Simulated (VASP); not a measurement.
# SiPb (CsCl type) (Pm-3m) in VASP: single point with PBEsol

Aim: the single point of SiPb (CsCl type) with PBEsol.

All numbers are computed with VASP 6.6.1; they aren't measurements. Logs are shortened: lines on timing, memory, paths and dates and some standing lists are left out, and cuts for length are marked.

### 1 The cell of the first run

It takes space group Pm-3m (No. 221, cubic). Conventional cell: a = 3.580 Å, b = 3.580 Å, c = 3.580 Å, α = 90.00°, β = 90.00°, γ = 90.00°. Pb (site symmetry m-3m) has 8 Si at 3.10 Å and 6 Pb at 3.58 Å within 4.1 Å. Within 4.1 Å of Si (site symmetry m-3m) lie 8 Pb at 3.10 Å and 6 Si at 3.58 Å.

### 2 Single point, PBEsol

Contents of INCAR:

```
SYSTEM = SiPb
  ALGO = Normal
  EDIFF = 1E-6
  ENCUT = 520
  GGA = PS
  ISIF = 2
  ISMEAR = -1
  LASPH = .True.
  LCHARG = .False.
  LREAL = .False.
  LWAVE = .False.
  NBANDS = 16
  NELM = 80
  PREC = Accurate
  SIGMA = 0.08
```

Contents of KPOINTS:

```
k-points
0
Gamma
  11 11 11
  0 0 0
```

Contents of POSCAR:

```
SiPb
1.0
    3.5800044896      0.0000000000      0.0000000000
    0.0000000000      3.5800044896      0.0000000000
    0.0000000000      0.0000000000      3.5800044896
Pb Si
1 1
Direct
    0.0000000000      0.0000000000      0.0000000000
    0.5000000000      0.5000000000      0.5000000000
```

Potentials or basis: VASP PAW PBE potentials, release 64 (Pb_d, Si).

Command:

```sh
> cat potpaw_PBE.64/Pb_d/POTCAR potpaw_PBE.64/Si/POTCAR > POTCAR
> mpirun -np 1 vasp_std > vasp.out
```

OUTCAR:

```text
SYSTEM = SiPb
   EDIFF = 1E-6
   ENCUT = 520
   GGA = PS
   ISIF = 2
   ISMEAR = -1
   LASPH = .True.
   LREAL = .False.
   NELM = 80
   PREC = Accurate

 ion  position               nearest neighbor table
   1  0.000  0.000  0.000-   2 3.10   2 3.10   2 3.10   2 3.10   2 3.10   2 3.10   2 3.10   2 3.10

   2  0.500  0.500  0.500-   1 3.10   1 3.10   1 3.10   1 3.10   1 3.10   1 3.10   1 3.10   1 3.10

  LATTYP: Found a simple cubic cell.
 ALAT       =     3.5800044896

  Lattice vectors:

 A1 = (   3.5800044896,   0.0000000000,   0.0000000000)
 A2 = (   0.0000000000,   3.5800044896,   0.0000000000)
 A3 = (   0.0000000000,   0.0000000000,   3.5800044896)

Analysis of symmetry for initial positions (statically):
=====================================================================
 Subroutine PRICEL returns:
 Original cell was already a primitive cell.

 Routine SETGRP: Setting up the symmetry group for a
 simple cubic supercell.

 Subroutine GETGRP returns: Found 48 space group operations
 (whereof 48 operations were pure point group operations)
 out of a pool of 48 trial point group operations.

The static configuration has the point symmetry O_h .

Analysis of symmetry for dynamics (positions and initial velocities):
=====================================================================
 Subroutine PRICEL returns:
 Original cell was already a primitive cell.

 Routine SETGRP: Setting up the symmetry group for a
 simple cubic supercell.

 Subroutine GETGRP returns: Found 48 space group operations
 (whereof 48 operations were pure point group operations)
 out of a pool of 48 trial point group operations.

The dynamic configuration has the point symmetry O_h .

 Subroutine INISYM returns: Found 48 space group operations
 (whereof 48 operations are pure point group operations),
 and found     1 'primitive' translations

----------------------------------------------------------------------------------------

                                     Primitive cell

  volume of cell :      45.8829

  direct lattice vectors                    reciprocal lattice vectors
     3.580004490  0.000000000  0.000000000     0.279329259  0.000000000  0.000000000
     0.000000000  3.580004490  0.000000000     0.000000000  0.279329259  0.000000000
     0.000000000  0.000000000  3.580004490     0.000000000  0.000000000  0.279329259

  length of vectors
     3.580004490  3.580004490  3.580004490     0.279329259  0.279329259  0.279329259

  position of ions in fractional coordinates (direct lattice)
     0.000000000  0.000000000  0.000000000
     0.500000000  0.500000000  0.500000000

  ion indices of the primitive-cell ions
   primitive index   ion index
                 1           1
                 2           2

----------------------------------------------------------------------------------------

 KPOINTS: k-points

Automatic generation of k-mesh.
 Grid dimensions read from file:
 generate k-points for:   11   11   11

 Generating k-lattice:

  Cartesian coordinates                     Fractional coordinates (reciprocal lattice)
     0.025393569  0.000000000  0.000000000     0.090909091  0.000000000  0.000000000
     0.000000000  0.025393569  0.000000000     0.000000000  0.090909091  0.000000000
     0.000000000  0.000000000  0.025393569     0.000000000  0.000000000  0.090909091

  Length of vectors
     0.025393569  0.025393569  0.025393569

  Shift w.r.t. Gamma in fractional coordinates (k-lattice)
     0.000000000  0.000000000  0.000000000

 Subroutine IBZKPT returns following result:
 ===========================================

 Found     56 irreducible k-points:

 Following reciprocal coordinates:
            Coordinates               Weight
  0.000000  0.000000  0.000000      1.000000
  0.090909  0.000000  0.000000      6.000000
  0.181818  0.000000  0.000000      6.000000
  0.272727  0.000000  0.000000      6.000000
  0.363636  0.000000  0.000000      6.000000
  0.454545  0.000000  0.000000      6.000000
[... 16 lines left out ...]
  0.181818  0.090909  0.090909     24.000000
  0.272727  0.090909  0.090909     24.000000
 [... further k-points ...]
   k-points           NKPTS =     56   k-points in BZ     NKDIM =     56   number of bands    NBANDS=     16
   number of dos      NEDOS =    301   number of ions     NIONS =      2
   total plane-waves  NPLWV =  21952
   dimension x,y,z NGX =    28 NGY =   28 NGZ =   28
   dimension x,y,z NGXF=    56 NGYF=   56 NGZF=   56
   ions per type =               1   1
   NGX,Y,Z   is equivalent  to a cutoff of  13.00, 13.00, 13.00 a.u.
   NGXF,Y,Z  is equivalent  to a cutoff of  26.00, 26.00, 26.00 a.u.
 SYSTEM =  SiPb
   PREC   = accura    normal or accurate (medium, high low for compatibility)
   ISTART =      0    job   : 0-new  1-cont  2-samecut
   ICHARG =      2    charge: 1-file 2-atom 10-const
   ISPIN  =      1    spin polarized calculation?
   LNONCOLLINEAR =      F non collinear calculations
   LSORBIT =      F    spin-orbit coupling
   LASPH  =      T    aspherical Exc in radial PAW
   ENCUT  =  520.0 eV  38.22 Ry    6.18 a.u.   6.66  6.66  6.66*2*pi/ulx,y,z
   NELM   =     80;   NELMIN=  2; NELMDL= -5     # of ELM steps
   EDIFF  = 0.1E-05   stopping-criterion for ELM
   LREAL  =      F    real-space projection
[... 7 lines left out ...]
   TEBEG  =    0.0;   TEEND  =   0.0 temperature during run
   PSTRESS=    0.0 pullay stress
   NELECT =      18.0000    total number of electrons
   NUPDOWN=      -1.0000    fix difference up-down
   EMIN   =  10.00;   EMAX   =-10.00  energy-range for DOS
   EFERMI =   0.00;   METHOD = LEGACY
   ISMEAR =    -1;   SIGMA  =   0.08  broadening in eV -4-tet -1-fermi 0-gaus
   EFERMI_NEDOS =   21; number of points for ismear=-14 and -15
   IALGO  =     38    algorithm
   IMIX   =      4    mixing-type and parameters
     AMIX     =   0.40;   BMIX     =  1.00
     AMIX_MAG =   1.60;   BMIX_MAG =  1.00
  volume/ion in A,a.u.               =      22.94       154.82
  Fermi-wavevector in a.u.,A,eV,Ry     =   1.198438  2.264719 19.541404  1.436253
  Thomas-Fermi vector in A             =   2.334327
   LORBIT       =      0    0 simple, 1 ext, 2 COOP (PROOUT), +10 PAW based schemes
   GGA     = PS    functional components
   LHFCALC =     F    Hartree Fock is set to
   AEXX    =    0.0000 exact exchange contribution
   IVDW    =     0    specifies the selected vdW correction
   LEPSILON=     F    determine dielectric tensor
   LRPA    =     F    only Hartree local field effects (RPA)
 non-spin polarized calculation
  energy-cutoff  :      520.00
  volume of cell :       45.88
 maximum number of plane-waves:      1261
 NGX is ok and might be reduce to    28
   NGX = 13   NGY = 13   NGZ = 13

 number of electron      18.0000004 magnetization

 Free energy of the ion-electron system (eV)
  ---------------------------------------------------
  ext. energy  EPLUGINS =         0.00000000
  ---------------------------------------------------
  free energy    TOTEN  =        -8.72133107 eV

  energy without entropy =       -8.70238575  energy(sigma->0) =       -8.71185841

 E-fermi :   7.6907     XC(G=0): -10.6324

 val. band max:        7.6611499895   @ k =   0.1818   0.0000   0.0000
 cond. band min:       7.7176496601   @ k =   0.4545   0.0909   0.0909
 fundamental gap:      0.0564996707
 Fermi energy:         7.6906750729

 k-point     1 :       0.0000    0.0000    0.0000
  band No.  band energies     occupation
      1      -9.2107      2.00000
      2      -9.2107      2.00000
      3      -8.9753      2.00000
      4      -8.9753      2.00000
      5      -8.9753      2.00000
      6      -4.6112      2.00000
[... 8 lines left out ...]
     15      16.4698      0.00000
     16      19.8998      0.00000

 k-point     2 :       0.0909    0.0000    0.0000
  band No.  band energies     occupation
      1      -9.2095      2.00000
      2      -9.1947      2.00000
      3      -8.9817      2.00000
      4      -8.9817      2.00000
      5      -8.9746      2.00000
      6      -4.5113      2.00000
[... 8 lines left out ...]
     15      15.9566      0.00000
     16      19.8190      0.00000

 k-point     3 :       0.1818    0.0000    0.0000
  band No.  band energies     occupation
      1      -9.2060      2.00000
      2      -9.1518      2.00000
      3      -8.9990      2.00000
      4      -8.9990      2.00000
      5      -8.9728      2.00000
      6      -4.2113      2.00000
[... 8 lines left out ...]
     15      15.0212      0.00000
     16      18.9327      0.00000

 k-point     4 :       0.2727    0.0000    0.0000
  band No.  band energies     occupation
      1      -9.2015      2.00000
      2      -9.0963      2.00000
      3      -9.0213      2.00000
      4      -9.0213      2.00000
      5      -8.9705      2.00000
      6      -3.7124      2.00000
[... 8 lines left out ...]
     15      16.4174      0.00000
     16      17.7035      0.00000

 k-point     5 :       0.3636    0.0000    0.0000
  band No.  band energies     occupation
      1      -9.1974      2.00000
      2      -9.0459      2.00000
      3      -9.0417      2.00000
      4      -9.0417      2.00000
      5      -8.9683      2.00000
      6      -3.0264      2.00000
[... 8 lines left out ...]
     15      16.7501      0.00000
     16      18.6911      0.00000

 k-point     6 :       0.4545    0.0000    0.0000
  band No.  band energies     occupation
      1      -9.1949      2.00000
      2      -9.0538      2.00000
      3      -9.0538      2.00000
      4      -9.0163      2.00000
      5      -8.9670      2.00000
      6      -2.2361      2.00000
[... 8 lines left out ...]
     15      16.1946      0.00000
     16      19.7706      0.00000
[... 267 lines left out ...]
 k-point    21 :       0.4545    0.4545    0.0000
  band No.  band energies     occupation
      1      -9.1880      2.00000
      2      -9.1022      2.00000
      3      -9.0405      2.00000
      4      -9.0402      2.00000
      5      -8.8743      2.00000
      6      -0.2681      2.00000
[... 8 lines left out ...]
     15      16.2458      0.00000
     16      16.5604      0.00000

 k-point    22 :       0.0909    0.0909    0.0909
  band No.  band energies     occupation
      1      -9.1845      2.00000
      2      -9.1845      2.00000
      3      -8.9892      2.00000
      4      -8.9872      2.00000
      5      -8.9872      2.00000
      6      -4.3113      2.00000
[... 8 lines left out ...]
     15      15.5440      0.00000
     16      19.2853      0.00000

 k-point    23 :       0.1818    0.0909    0.0909
  band No.  band energies     occupation
      1      -9.1813      2.00000
      2      -9.1410      2.00000
      3      -9.0072      2.00000
      4      -9.0049      2.00000
      5      -8.9857      2.00000
      6      -4.0112      2.00000
[... 8 lines left out ...]
     15      15.4490      0.00000
     16      18.6339      0.00000

 k-point    24 :       0.2727    0.0909    0.0909
  band No.  band energies     occupation
      1      -9.1769      2.00000
      2      -9.0844      2.00000
      3      -9.0313      2.00000
      4      -9.0279      2.00000
      5      -8.9831      2.00000
      6      -3.5129      2.00000
[... 8 lines left out ...]
     15      16.4622      0.00000
     16      18.2924      0.00000

 [... further k-points ...]
[... 5 lines left out ...]
  --------------------------------------------------------------------------------------
  -------------------------------------------------------------------------------------
  Total       -0.0106328     -0.0106328     -0.0106328     -0.0000000     -0.0000000     -0.0000000
  in kB       -0.3712856     -0.3712856     -0.3712856     -0.0000000     -0.0000000     -0.0000000
  external PRESSURE =      -0.3712856 kB  Pullay stress =       0.0000000 kB

 VOLUME and BASIS-vectors are now :
 -----------------------------------------------------------------------------
  energy-cutoff  :      520.00
  volume of cell :       45.88
      direct lattice vectors                 reciprocal lattice vectors
     3.580004490  0.000000000  0.000000000     0.279329259  0.000000000  0.000000000
     0.000000000  3.580004490  0.000000000     0.000000000  0.279329259  0.000000000
     0.000000000  0.000000000  3.580004490     0.000000000  0.000000000  0.279329259

 POSITION                                       TOTAL-FORCE (eV/Angst)
 -----------------------------------------------------------------------------------
      0.00000      0.00000      0.00000         0.000000      0.000000      0.000000
      1.79000      1.79000      1.79000         0.000000      0.000000      0.000000
 -----------------------------------------------------------------------------------
    total drift:                               -0.000000      0.000000     -0.000000

  FREE ENERGIE OF THE ION-ELECTRON SYSTEM (eV)
  ---------------------------------------------------
  free  energy   TOTEN  =        -8.7213310713 eV

  energy  without entropy=       -8.7023857550  energy(sigma->0) =       -8.71185841
```

It took 23 s on 1 thread of Intel Xeon 6975P-C, shared host; peak memory 0.18 GiB.

Results:

* Free energy: -8.7213 eV
* Pressure: 0.0 GPa
* Band gap on the k mesh: zero (band 9 reaches 9.66 eV, above the bottom of band 10 at 5.73 eV)

Caveat: the PAW data sets were made with another functional, which shifts forces and pressure a little; spin-orbit coupling is left out, which moves the levels of the heavy elements.
